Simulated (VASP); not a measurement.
Set up this calculation in VASP 6.6.1, as the native input.

* Task: single point
* Functional: LDA
* Potentials or basis: VASP PAW LDA potentials, release 64 (In_d, Pd)
* Cutoff: 520 eV
* k mesh: 14 × 14 × 14
* Occupations: gaussian, width 0.1 eV
* Spin: no spin polarisation
* Dipole correction: no
* Further INCAR settings: ALGO = Normal; EDIFF = 1e-06; NBANDS = 18

The structure of InPd lies in POSCAR:

```
InPd
1.0
    3.2139803296      0.0000000000      0.0000000000
    0.0000000000      3.2139803296      0.0000000000
    0.0000000000      0.0000000000      3.2139803296
In Pd
1 1
Direct
    0.0000000000      0.0000000000      0.0000000000
    0.5000000000      0.5000000000      0.5000000000
```

These files were run (other wordings do the same):

INCAR

```
ALGO = Normal
EDIFF = 1E-6
ENCUT = 520
GGA = CA
ISIF = 2
ISMEAR = 0
LASPH = True
LCHARG = False
LREAL = False
LWAVE = False
NBANDS = 18
NELM = 80
PREC = Accurate
SIGMA = 0.1
```

KPOINTS

```
k-points
0
Gamma
  14 14 14
```

Potentials or basis: VASP PAW LDA potentials, release 64 (In_d, Pd).

Command:

```sh
$ cat potpaw_LDA.64/In_d/POTCAR potpaw_LDA.64/Pd/POTCAR > POTCAR
$ mpirun -np 1 vasp_std > vasp.out
```

Results of the run:

```json
{"Pressure": "0.5 GPa", "Band gap on the k mesh": "zero (an odd number of electrons rules out a gap without spin polarisation)"}
```

Caveat: spin-orbit coupling is left out, which moves the levels of the heavy elements.

Wall time 39 s on 1 thread of Intel Xeon 8259CL, with other jobs on the host, peak memory 0.19 GiB.
